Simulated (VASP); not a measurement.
# Sb (Pm-3m) in VASP: a series of runs

The runs below take Sb through single point, with revPBE.

Everything below comes from runs of VASP 6.6.1. Logs are shortened: lines on timing, memory, paths and dates and some standing lists are left out, and cuts for length are marked.

**1. The cell of the first run**

Symmetry: Pm-3m, No. 221, cubic system. The conventional cell has a = 3.037 Å, b = 3.037 Å, c = 3.037 Å, α = 90.00°, β = 90.00°, γ = 90.00°. Sb (site symmetry m-3m) has 6 Sb at 3.04 Å within 4.0 Å.

**2. Single point, revPBE (volume scaled by 0.92)**

INCAR reads:

```
ALGO = Normal ; EDIFF = 1E-6
ENCUT = 500 ; GGA = RE
GGA_COMPAT = F ; ISIF = 2
ISMEAR = -1 ; LASPH = T
LCHARG = T ; LELF = T
LREAL = F ; LVHAR = T
LWAVE = F ; NBANDS = 8
NELM = 120 ; PREC = Accurate
SIGMA = 0.1
```

KPOINTS reads:

```
k-points
0
Gamma
  11 11 11
```

POSCAR reads:

```
Sb
1.0
    3.0372003632      0.0000000000      0.0000000000
    0.0000000000      3.0372003632      0.0000000000
    0.0000000000      0.0000000000      3.0372003632
Sb
1
Direct
    0.0000000000      0.0000000000      0.0000000000
```

Potentials or basis: VASP PAW PBE potentials, release 64 (Sb).

Command:

```bash
> cat potpaw_PBE.64/Sb/POTCAR > POTCAR
> mpirun -np 1 vasp_std > vasp.out
```

OUTCAR:

```text
EDIFF = 1E-6
   ENCUT = 500
   GGA = RE
   ISIF = 2
   ISMEAR = -1
   LASPH = T
   LREAL = F
   NELM = 120
   PREC = Accurate

 ion  position               nearest neighbor table
   1  0.000  0.000  0.000-

  LATTYP: Found a simple cubic cell.
 ALAT       =     3.0372003632

  Lattice vectors:

 A1 = (   3.0372003632,   0.0000000000,   0.0000000000)
 A2 = (   0.0000000000,   3.0372003632,   0.0000000000)
 A3 = (   0.0000000000,   0.0000000000,   3.0372003632)

Analysis of symmetry for initial positions (statically):
=====================================================================
 Subroutine PRICEL returns:
 Original cell was already a primitive cell.

 Routine SETGRP: Setting up the symmetry group for a
 simple cubic supercell.

 Subroutine GETGRP returns: Found 48 space group operations
 (whereof 48 operations were pure point group operations)
 out of a pool of 48 trial point group operations.

The static configuration has the point symmetry O_h .

Analysis of symmetry for dynamics (positions and initial velocities):
=====================================================================
 Subroutine PRICEL returns:
 Original cell was already a primitive cell.

 Routine SETGRP: Setting up the symmetry group for a
 simple cubic supercell.

 Subroutine GETGRP returns: Found 48 space group operations
 (whereof 48 operations were pure point group operations)
 out of a pool of 48 trial point group operations.

The dynamic configuration has the point symmetry O_h .

 Subroutine INISYM returns: Found 48 space group operations
 (whereof 48 operations are pure point group operations),
 and found     1 'primitive' translations

----------------------------------------------------------------------------------------

                                     Primitive cell

  volume of cell :      28.0169

  direct lattice vectors                    reciprocal lattice vectors
     3.037200363  0.000000000  0.000000000     0.329250586  0.000000000  0.000000000
     0.000000000  3.037200363  0.000000000     0.000000000  0.329250586  0.000000000
     0.000000000  0.000000000  3.037200363     0.000000000  0.000000000  0.329250586

  length of vectors
     3.037200363  3.037200363  3.037200363     0.329250586  0.329250586  0.329250586

  position of ions in fractional coordinates (direct lattice)
     0.000000000  0.000000000  0.000000000

  ion indices of the primitive-cell ions
   primitive index   ion index
                 1           1

----------------------------------------------------------------------------------------

 KPOINTS: k-points

Automatic generation of k-mesh.
 Grid dimensions read from file:
 generate k-points for:   11   11   11

 Generating k-lattice:

  Cartesian coordinates                     Fractional coordinates (reciprocal lattice)
     0.029931871  0.000000000  0.000000000     0.090909091  0.000000000  0.000000000
     0.000000000  0.029931871  0.000000000     0.000000000  0.090909091  0.000000000
     0.000000000  0.000000000  0.029931871     0.000000000  0.000000000  0.090909091

  Length of vectors
     0.029931871  0.029931871  0.029931871

  Shift w.r.t. Gamma in fractional coordinates (k-lattice)
     0.000000000  0.000000000  0.000000000

 Subroutine IBZKPT returns following result:
 ===========================================

 Found     56 irreducible k-points:

 Following reciprocal coordinates:
            Coordinates               Weight
  0.000000  0.000000  0.000000      1.000000
  0.090909  0.000000  0.000000      6.000000
  0.181818  0.000000  0.000000      6.000000
  0.272727  0.000000  0.000000      6.000000
  0.363636  0.000000  0.000000      6.000000
  0.454545  0.000000  0.000000      6.000000
[... 16 lines left out ...]
  0.181818  0.090909  0.090909     24.000000
  0.272727  0.090909  0.090909     24.000000
 [... further k-points ...]
   k-points           NKPTS =     56   k-points in BZ     NKDIM =     56   number of bands    NBANDS=      8
   number of dos      NEDOS =    301   number of ions     NIONS =      1
   total plane-waves  NPLWV =  13824
   dimension x,y,z NGX =    24 NGY =   24 NGZ =   24
   dimension x,y,z NGXF=    48 NGYF=   48 NGZF=   48
   ions per type =               1
   NGX,Y,Z   is equivalent  to a cutoff of  13.14, 13.14, 13.14 a.u.
   NGXF,Y,Z  is equivalent  to a cutoff of  26.27, 26.27, 26.27 a.u.
 SYSTEM =  unknown system
   PREC   = accura    normal or accurate (medium, high low for compatibility)
   ISTART =      0    job   : 0-new  1-cont  2-samecut
   ICHARG =      2    charge: 1-file 2-atom 10-const
   ISPIN  =      1    spin polarized calculation?
   LNONCOLLINEAR =      F non collinear calculations
   LSORBIT =      F    spin-orbit coupling
   LASPH  =      T    aspherical Exc in radial PAW
   ENCUT  =  500.0 eV  36.75 Ry    6.06 a.u.   5.54  5.54  5.54*2*pi/ulx,y,z
   NELM   =    120;   NELMIN=  2; NELMDL= -5     # of ELM steps
   EDIFF  = 0.1E-05   stopping-criterion for ELM
   LREAL  =      F    real-space projection
   EDIFFG = 0.1E-04   stopping-criterion for IOM
   NSW    =      0    number of steps for IOM
   IBRION =     -1    ionic relax: 0-MD 1-quasi-New 2-CG
   NFREE  =      0    steps in history (QN), initial steepest desc. (CG)
   ISIF   =      2    stress and relaxation
   ISYM   =      2    0-nonsym 1-usesym 2-fastsym
   POTIM  = 0.5000    time-step for ionic-motion
   TEBEG  =    0.0;   TEEND  =   0.0 temperature during run
   PSTRESS=    0.0 pullay stress
   NELECT =       5.0000    total number of electrons
   NUPDOWN=      -1.0000    fix difference up-down
   EMIN   =  10.00;   EMAX   =-10.00  energy-range for DOS
   EFERMI =   0.00;   METHOD = LEGACY
   ISMEAR =    -1;   SIGMA  =   0.10  broadening in eV -4-tet -1-fermi 0-gaus
   EFERMI_NEDOS =   21; number of points for ismear=-14 and -15
   IALGO  =     38    algorithm
   IMIX   =      4    mixing-type and parameters
     AMIX     =   0.40;   BMIX     =  1.00
     AMIX_MAG =   1.60;   BMIX_MAG =  1.00
  volume/ion in A,a.u.               =      28.02       189.07
  Fermi-wavevector in a.u.,A,eV,Ry     =   0.921704  1.741768 11.558665  0.849538
  Thomas-Fermi vector in A             =   2.047150
   LORBIT       =      0    0 simple, 1 ext, 2 COOP (PROOUT), +10 PAW based schemes
   GGA     = RE    functional components
   LHFCALC =     F    Hartree Fock is set to
   AEXX    =    0.0000 exact exchange contribution
   IVDW    =     0    specifies the selected vdW correction
   LEPSILON=     F    determine dielectric tensor
   LRPA    =     F    only Hartree local field effects (RPA)
 non-spin polarized calculation
  energy-cutoff  :      500.00
  volume of cell :       28.02
 maximum number of plane-waves:       739
 NGX is ok and might be reduce to    24
   NGX = 11   NGY = 11   NGZ = 11

 number of electron       5.0000000 magnetization

 Free energy of the ion-electron system (eV)
  ---------------------------------------------------
  ext. energy  EPLUGINS =         0.00000000
  ---------------------------------------------------
  free energy    TOTEN  =        -3.72248495 eV

  energy without entropy =       -3.69969927  energy(sigma->0) =       -3.71109211

 E-fermi :   7.9572     XC(G=0):  -9.8502

 val. band max:        7.9208408877   @ k =   0.4545   0.3636   0.3636
 cond. band min:       7.9902237789   @ k =   0.1818   0.1818   0.0909
 fundamental gap:      0.0693828912
 Fermi energy:         7.9571994395

 k-point     1 :       0.0000    0.0000    0.0000
  band No.  band energies     occupation
      1      -4.8540      2.00000
      2      11.4595      0.00000
      3      11.4595      0.00000
      4      11.4595      0.00000
      5      14.9716      0.00000
      6      14.9716      0.00000
      7      16.7293      0.00000
      8      25.9869      0.00000

 k-point     2 :       0.0909    0.0000    0.0000
  band No.  band energies     occupation
      1      -4.7262      2.00000
      2       9.9654      0.00000
      3      11.5880      0.00000
      4      11.5880      0.00000
      5      15.0691      0.00000
      6      15.8302      0.00000
      7      17.6230      0.00000
      8      24.9888      0.00000

 k-point     3 :       0.1818    0.0000    0.0000
  band No.  band energies     occupation
      1      -4.3476      2.00000
      2       7.5968      1.94700
      3      11.9585      0.00000
      4      11.9585      0.00000
      5      15.3594      0.00000
      6      16.4100      0.00000
      7      20.1494      0.00000
      8      23.4262      0.00000

 k-point     4 :       0.2727    0.0000    0.0000
  band No.  band energies     occupation
      1      -3.7401      2.00000
      2       5.3430      2.00000
      3      12.5186      0.00000
      4      12.5186      0.00000
      5      15.8327      0.00000
      6      16.9844      0.00000
      7      21.8831      0.00000
      8      21.8831      0.00000

 k-point     5 :       0.3636    0.0000    0.0000
  band No.  band energies     occupation
      1      -2.9760      2.00000
      2       3.4378      2.00000
      3      13.1509      0.00000
      4      13.1509      0.00000
      5      16.4523      0.00000
      6      17.7312      0.00000
      7      20.5673      0.00000
      8      20.5673      0.00000

 k-point     6 :       0.4545    0.0000    0.0000
  band No.  band energies     occupation
      1      -2.3071      2.00000
      2       2.1876      2.00000
      3      13.6184      0.00000
      4      13.6184      0.00000
      5      17.0491      0.00000
      6      18.5856      0.00000
      7      19.6735      0.00000
      8      19.7510      0.00000

 k-point     7 :       0.0909    0.0909    0.0000
  band No.  band energies     occupation
      1      -4.5983      2.00000
      2       9.9741      0.00000
      3      10.2155      0.00000
      4      11.7167      0.00000
      5      15.5120      0.00000
      6      16.7859      0.00000
      7      18.0521      0.00000
      8      23.6315      0.00000

 k-point     8 :       0.1818    0.0909    0.0000
  band No.  band energies     occupation
      1      -4.2196      2.00000
      2       7.7162      1.83513
      3      10.4736      0.00000
      4      12.0879      0.00000
      5      15.8636      0.00000
      6      17.5764      0.00000
      7      20.1540      0.00000
      8      21.9008      0.00000

 k-point     9 :       0.2727    0.0909    0.0000
  band No.  band energies     occupation
      1      -3.6119      2.00000
      2       5.4652      2.00000
      3      11.0383      0.00000
      4      12.6492      0.00000
      5      16.3642      0.00000
      6      17.9639      0.00000
      7      20.0622      0.00000
      8      21.9726      0.00000

 k-point    10 :       0.3636    0.0909    0.0000
  band No.  band energies     occupation
      1      -2.8473      2.00000
      2       3.5603      2.00000
      3      11.7061      0.00000
      4      13.2833      0.00000
      5      17.0184      0.00000
      6      17.7342      0.00000
      7      19.4557      0.00000
      8      20.6599      0.00000
[... 78 lines left out ...]
 k-point    18 :       0.4545    0.2727    0.0000
  band No.  band energies     occupation
      1      -1.1652      2.00000
      2       3.2071      2.00000
      3       7.6463      1.91453
      4      12.8101      0.00000
      5      14.7221      0.00000
      6      18.9722      0.00000
      7      20.4807      0.00000
      8      20.5607      0.00000

 k-point    19 :       0.3636    0.3636    0.0000
  band No.  band energies     occupation
      1      -1.0628      2.00000
      2       4.8990      2.00000
      3       5.4049      2.00000
      4      12.2069      0.00000
      5      14.8938      0.00000
      6      18.8476      0.00000
      7      21.8462      0.00000
      8      21.9657      0.00000

 k-point    20 :       0.4545    0.3636    0.0000
  band No.  band energies     occupation
      1      -0.3563      2.00000
      2       3.8372      2.00000
      3       5.6858      2.00000
      4      11.2114      0.00000
      5      15.3789      0.00000
      6      19.6901      0.00000
      7      21.1188      0.00000
      8      21.1196      0.00000

 k-point    21 :       0.4545    0.4545    0.0000
  band No.  band energies     occupation
      1       0.3923      2.00000
      2       4.2737      2.00000
      3       4.3932      2.00000
      4      10.2418      0.00000
      5      15.8648      0.00000
      6      20.5529      0.00000
      7      21.5029      0.00000
      8      21.5947      0.00000

 k-point    22 :       0.0909    0.0909    0.0909
  band No.  band energies     occupation
      1      -4.4704      2.00000
      2      10.0982      0.00000
      3      10.0982      0.00000
      4      10.4790      0.00000
      5      16.8854      0.00000
      6      16.8854      0.00000
      7      18.3818      0.00000
      8      23.5127      0.00000

 k-point    23 :       0.1818    0.0909    0.0909
  band No.  band energies     occupation
      1      -4.0916      2.00000
      2       7.8357      1.54236
      3      10.4578      0.00000
      4      10.7529      0.00000
      5      17.1773      0.00000
      6      17.9169      0.00000
      7      20.1794      0.00000
      8      21.6264      0.00000

 k-point    24 :       0.2727    0.0909    0.0909
  band No.  band energies     occupation
      1      -3.4837      2.00000
      2       5.5874      2.00000
      3      11.0085      0.00000
      4      11.3355      0.00000
      5      17.6302      0.00000
      6      18.1789      0.00000
      7      19.8909      0.00000
      8      20.5108      0.00000

 [... further k-points ...]

------------------------ aborting loop because EDIFF is reached ----------------------------------------

  FORCE on cell =-STRESS in cart. coord.  units (eV):
  Direction    XX          YY          ZZ          XY          YZ          ZX
  --------------------------------------------------------------------------------------
  -------------------------------------------------------------------------------------
  Total        1.0034911      1.0034911      1.0034911     -0.0000000      0.0000000      0.0000000
  in kB       57.3857098     57.3857098     57.3857098     -0.0000000      0.0000000      0.0000000
  external PRESSURE =      57.3857098 kB  Pullay stress =       0.0000000 kB

 VOLUME and BASIS-vectors are now :
 -----------------------------------------------------------------------------
  energy-cutoff  :      500.00
  volume of cell :       28.02
      direct lattice vectors                 reciprocal lattice vectors
     3.037200363  0.000000000  0.000000000     0.329250586  0.000000000  0.000000000
     0.000000000  3.037200363  0.000000000     0.000000000  0.329250586  0.000000000
     0.000000000  0.000000000  3.037200363     0.000000000  0.000000000  0.329250586

 POSITION                                       TOTAL-FORCE (eV/Angst)
 -----------------------------------------------------------------------------------
      0.00000      0.00000      0.00000         0.000000      0.000000      0.000000
 -----------------------------------------------------------------------------------
    total drift:                               -0.000000      0.000000      0.000000

  FREE ENERGIE OF THE ION-ELECTRON SYSTEM (eV)
  ---------------------------------------------------
  free  energy   TOTEN  =        -3.7224849548 eV

  energy  without entropy=       -3.6996992739  energy(sigma->0) =       -3.71109211
```

It took 5.6 s on 1 thread of Intel Xeon 6975P-C, shared host; peak memory 0.14 GiB.

Results:

```
Free energy : -3.7225 eV
Pressure    : 5.7 GPa
```

Levels at points of the mesh, in eV from the Fermi level:
| k point | band 1 | band 2 | band 3 | band 4 | band 5 | band 6 | band 7 |
| --- | --- | --- | --- | --- | --- | --- | --- |
| (0.00, 0.00, 0.00) | -12.81 | 3.50 | 3.50 | 3.50 | 7.01 | 7.01 | 8.77 |

Caveat: the PAW data sets were made with another functional, which shifts forces and pressure a little; spin-orbit coupling is left out, which moves the levels of the heavy elements.

**3. Single point, revPBE (volume scaled by 0.96)**

INCAR reads:

```
SYSTEM = Sb
PREC = Accurate
ENCUT = 500
EDIFF = 1E-6
ISMEAR = -1
SIGMA = 0.1
LREAL = .False.
LASPH = .True.
NELM = 120
ALGO = Normal
ISIF = 2
LWAVE = .False.
LCHARG = .False.
GGA = RE
NBANDS = 8
GGA_COMPAT = .False.
```

KPOINTS reads:

```
Automatic mesh
0
Gamma
  11 11 11
  0 0 0
```

POSCAR reads:

```
Sb
1.0
    3.0805948026      0.0000000000      0.0000000000
    0.0000000000      3.0805948026      0.0000000000
    0.0000000000      0.0000000000      3.0805948026
Sb
1
Direct
    0.0000000000      0.0000000000      0.0000000000
```

Potentials or basis: VASP PAW PBE potentials, release 64 (Sb).

Command:

```bash
> cat potpaw_PBE.64/Sb/POTCAR > POTCAR
> mpirun -np 1 vasp_std > vasp.out
```

Run time: 5.8 s. Hardware: 1 thread of Intel Xeon 6975P-C, shared host; peak memory 0.14 GiB.

The run converged. Its results:

```
Free energy : -3.7548 eV
Pressure    : 2.9 GPa
```

Levels at points of the mesh, in eV from the Fermi level:
```csv
k point,band 1,band 2,band 3,band 4,band 5
"(0.00, 0.00, 0.00)",-12.46,3.40,3.40,3.40,6.98
```

Caveat: the PAW data sets were made with another functional, which shifts forces and pressure a little; spin-orbit coupling is left out, which moves the levels of the heavy elements.
